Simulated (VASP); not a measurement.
Wanted: the native input for a VASP 6.6.1 run.

```yaml
Task: single point
Functional: PBE
Dispersion: D3(BJ)
Potentials_or_basis: VASP PAW PBE potentials, release 64 (O, H, Ag, F)
Cutoff: 520 eV
k_mesh: 1 × 1 × 1
Occupations: fermi-dirac, width 0.02 eV
Spin: no spin polarisation
Dipole_correction: no
Further_INCAR_settings: ALGO = Normal; EDIFF = 1e-06; NBANDS = 60
```

The structure of AgH16O8F lies in POSCAR:

```
AgH16O8F
1.0
    7.1738770000      0.0000000000      0.0000000000
    0.0000000000      7.1738770000      0.0000000000
    0.0000000000      0.0000000000      7.1738770000
O H Ag F
8 16 1 1
Direct
    0.1431164766      0.6615530208      0.6325171173
    0.4176820985      0.6554057172      0.3353277454
    0.4090675098      0.2179574587      0.7546686401
    0.9128257984      0.8438812096      0.0783676665
    0.4255439562      0.8340260085      1.0007280582
    0.6968338041      0.8258435432      0.4979873505
    0.9825649366      0.3416841409     -0.0247704275
    0.4419088869      0.2917669205      0.2823299033
    0.2221532374      0.6512099385      0.5212941343
    0.0246589118      0.6962762255      0.5813592845
    0.4204839308      0.7155823831      0.2039901158
    0.4044535472      0.5196353380      0.3068076021
    0.4402361512      0.1942046121      0.6226479768
    0.5140595525      0.1904967147      0.8310569027
    0.8133119651      0.9444544421      0.0741858273
    0.9304174019      0.8251047516      0.2108901505
    0.5299644809      0.9295670946      1.0136081229
    0.4505931730      0.7640638388      0.8883062812
    0.6628912093      0.9552575267      0.4992000839
    0.5909356963      0.7600074548      0.4505652941
    1.0152251007      0.4665120408     -0.0680245842
    0.8499866948      0.3170670476      0.0045860836
    0.3027790970      0.2588000882      0.2614625258
    0.5204856453      0.2307120682      0.1794148408
    0.1536268325      0.0351971465      0.9449980812
    0.6721330739      0.1002944433      0.0244080014
```

One way to write it, as run:

INCAR

```
SYSTEM = AgH16O8F
PREC     = Accurate       ! precision mode
ENCUT    = 520            ! plane-wave cutoff, eV
EDIFF    = 1E-6           ! SCF threshold, eV
ISMEAR   = -1             ! smearing method
SIGMA    = 0.02           ! smearing width, eV
LREAL    = .FALSE.        ! projectors in reciprocal space
LASPH    = .TRUE.         ! aspherical terms in the spheres
NELM     = 120            ! most SCF steps
ALGO     = Normal         ! electronic algorithm
ISIF     = 2              ! what is computed and relaxed
LWAVE    = .FALSE.        ! write WAVECAR
LCHARG   = .FALSE.        ! write CHGCAR
GGA      = PE             ! functional
IVDW     = 12             ! dispersion correction
NBANDS   = 60             ! bands
GGA_COMPAT= .FALSE.
```

KPOINTS

```
Automatic mesh
0
G
  1 1 1
  0 0 0
```

Potentials or basis: VASP PAW PBE potentials, release 64 (O, H, Ag, F).

Command:

```sh
$ cat potpaw_PBE.64/O/POTCAR potpaw_PBE.64/H/POTCAR potpaw_PBE.64/Ag/POTCAR potpaw_PBE.64/F/POTCAR > POTCAR
$ mpirun -np 1 vasp_gam > vasp.out
```

Results of the run:

| Item | Value |
| --- | --- |
| Pressure | -1.3 GPa |
| Largest force | 2.453 eV/Å |
| Dispersion energy per atom | -0.033 eV |

Caveat: the k points lie up to 0.88 Å⁻¹ apart.

Wall time 91 s on 1 thread of Intel Xeon 8259CL, with other jobs on the host, peak memory 0.39 GiB.
